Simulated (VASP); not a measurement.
Input of a VASP 6.6.1 run:

File INCAR:

```
SYSTEM = YSe
ALGO = Normal
EDIFF = 1E-7
ENCUT = 520
ISIF = 2
ISMEAR = -1
LASPH = .True.
LCHARG = .False.
LREAL = .False.
LWAVE = .False.
NBANDS = 16
NELM = 100
PREC = Accurate
SIGMA = 0.03
```

Contents of KPOINTS:

```
k-points
0
Gamma
  7 7 7
  0 0 0
```

Contents of POSCAR:

```
YSe
1.0
    0.0000000000      2.9313868645      2.9313868645
    2.9313868645      0.0000000000      2.9313868645
    2.9313868645      2.9313868645      0.0000000000
Y Se
1 1
Direct
    0.0000000000      0.0000000000      0.0000000000
    0.5000000000      0.5000000000      0.5000000000
```

Potentials or basis: VASP PAW LDA potentials, release 64 (Y_sv, Se).

Command:

```console
$ cat potpaw_LDA.64/Y_sv/POTCAR potpaw_LDA.64/Se/POTCAR > POTCAR
$ mpirun -np 1 vasp_std > vasp.out
```

(1) Estimate the pressure.

## Answers

(1) -8.2 GPa.
